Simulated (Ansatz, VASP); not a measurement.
# One calculation of Zr2O, two programs

File POSCAR:

```
Zr2O
1.0
    4.8457251933      0.0000000000      0.0000000000
    0.0000000000      4.8457251933      0.0000000000
    0.0000000000      0.0000000000      4.8457251933
Zr O
4 2
Direct
    0.2474725251      0.2474725251      0.7449450502
    0.7525274749      0.2474725251      0.2550549498
    0.2474725251      0.7525274749      0.2550549498
    0.7525274749      0.7525274749      0.7449450502
    0.0000000000      0.0000000000      0.0000000000
    0.5000000000      0.5000000000      0.5000000000
```

Contents of INCAR.step1:

```
SYSTEM = Zr2O
  PREC = Accurate
  ENCUT = 520
  ISMEAR = 0
  SIGMA = 0.15
  LREAL = .FALSE.
  LASPH = .TRUE.
  NELM = 80
  NBANDS = 39
  GGA = PE
  ALGO = Normal
  EDIFF = 1E-4
  LWAVE = .TRUE.
  LCHARG = .FALSE.
```

File INCAR.step2:

```
SYSTEM = Zr2O
  PREC = Accurate
  ENCUT = 520
  EDIFF = 1E-6
  ISMEAR = 0
  SIGMA = 0.15
  LREAL = .FALSE.
  LASPH = .TRUE.
  NELM = 80
  ALGO = Normal
  ISIF = 2
  LWAVE = .FALSE.
  LCHARG = .TRUE.
  METAGGA = R2SCAN
  LMIXTAU = .TRUE.
  LELF = .TRUE.
  LVHAR = .TRUE.
  NBANDS = 39
  ISTART = 1
```

The input KPOINTS:

```
regular mesh
0
G
  10 10 10
  0 0 0
```

Input for Ansatz:

```yaml
crystal:
  lattice:
    - [4.8457251933, 0.0, 0.0]
    - [0.0, 4.8457251933, 0.0]
    - [0.0, 0.0, 4.8457251933]
  atoms:
    - { symbol: Zr, position: [0.2474725251, 0.2474725251, 0.7449450502] }
    - { symbol: Zr, position: [0.7525274749, 0.2474725251, 0.2550549498] }
    - { symbol: Zr, position: [0.2474725251, 0.7525274749, 0.2550549498] }
    - { symbol: Zr, position: [0.7525274749, 0.7525274749, 0.7449450502] }
    - { symbol: O, position: [0.0, 0.0, 0.0] }
    - { symbol: O, position: [0.5, 0.5, 0.5] }
basis:
  ecutwfc: 500
kpoints:
  mp_grid: { grid: [10, 10, 10] }
hamiltonian:
  xc: r2scan
scf:
  occupations: { method: gaussian, width: 0.15 }
output:
  forces: true
  stress: true
  eigenvalues: true
```

Change from the starting cell: mode 4 (52.1 1/cm) frozen in, largest displacement +0.030 Å.

Alike in both runs: task single point; functional r2SCAN; k mesh 10 × 10 × 10; occupations gaussian, width 0.15 eV; no spin polarisation.

```csv
,VASP,Ansatz
version,VASP 6.6.1,Ansatz 0.2.0
potentials or method,"VASP PAW PBE potentials, release 64 (Zr_sv, O), cutoff 520 eV","scalar-relativistic, plane waves, PAW"
valence electrons in the cell,60,60
```

Ansatz gave:

- gap on the k mesh at the Fermi level (eV): none
- pressure (GPa): 0.0
- rms of the force components (eV/Å): 0.013

**Question.** Which values does VASP return?

**Answer.** gap on the k mesh at the Fermi level (eV): none; pressure (GPa): 0.2; rms of the force components (eV/Å): 0.013.

VASP's potentials were made for PBE, not for r2SCAN. Atom by atom the forces differ by 0.000 eV/Å (rms over components). A gap of «none» marks a metal or a gap that the smearing closes. The functional is the same, so the differences come from potentials, cutoffs and numerics.
